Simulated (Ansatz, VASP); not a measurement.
## Two plane-wave programs on GaP

Contents of INCAR:

```
ALGO = Normal
EDIFF = 1E-6
ENCUT = 520
GGA = PE
ISIF = 2
ISMEAR = 0
LASPH = True
LCHARG = False
LREAL = False
LWAVE = False
NBANDS = 16
NELM = 80
PREC = Accurate
SIGMA = 0.05
```

The input KPOINTS:

```
k-points
0
Gamma
  10 10 10
```

Contents of POSCAR:

```
GaP
1.0
    0.0000000000      2.7038764666      2.7771943988
    2.7771943988      0.0000000000      2.7771943988
    2.7771943988      2.7038764666      0.0000000000
Ga P
1 1
Direct
    0.0000000000      0.0000000000      0.0000000000
    0.7500000000      0.7500000000      0.7500000000
```

Input for Ansatz:

```yaml
crystal:
  lattice:
    - [0.0, 2.7038764666, 2.7771943988]
    - [2.7771943988, 0.0, 2.7771943988]
    - [2.7771943988, 2.7038764666, 0.0]
  atoms:
    - { symbol: Ga, position: [0.0, 0.0, 0.0] }
    - { symbol: P, position: [0.75, 0.75, 0.75] }
basis:
  ecutwfc: 420
kpoints:
  mp_grid: { grid: [10, 10, 10] }
hamiltonian:
  xc: pbe
scf:
  occupations: { method: gaussian, width: 0.05 }
output:
  forces: true
  stress: true
  eigenvalues: true
  write_density: true
  write_potential: true
  elf: true
  volumetric_format: npy
```

Alike in both runs: task single point; functional PBE; k mesh 10 × 10 × 10; occupations gaussian, width 0.05 eV; no spin polarisation.

```csv
,VASP,Ansatz
version,VASP 6.6.1,Ansatz 0.2.0
potentials or method,"VASP PAW PBE potentials, release 64 (Ga_d, P), cutoff 520 eV","scalar-relativistic, plane waves, PAW"
valence electrons in the cell,18,18
```

```csv
,VASP,Ansatz,Ansatz less VASP
gap on the k mesh at the Fermi level (eV),1.40,1.40,+0.001
least direct gap on the mesh (eV),1.48,1.48,+0.003
pressure (GPa),0.0,0.0,+0.07
"traceless stress, the component that is largest in VASP (GPa)",1.24,1.24,-0.002
```

The functional is the same, so the differences come from potentials, cutoffs and numerics.
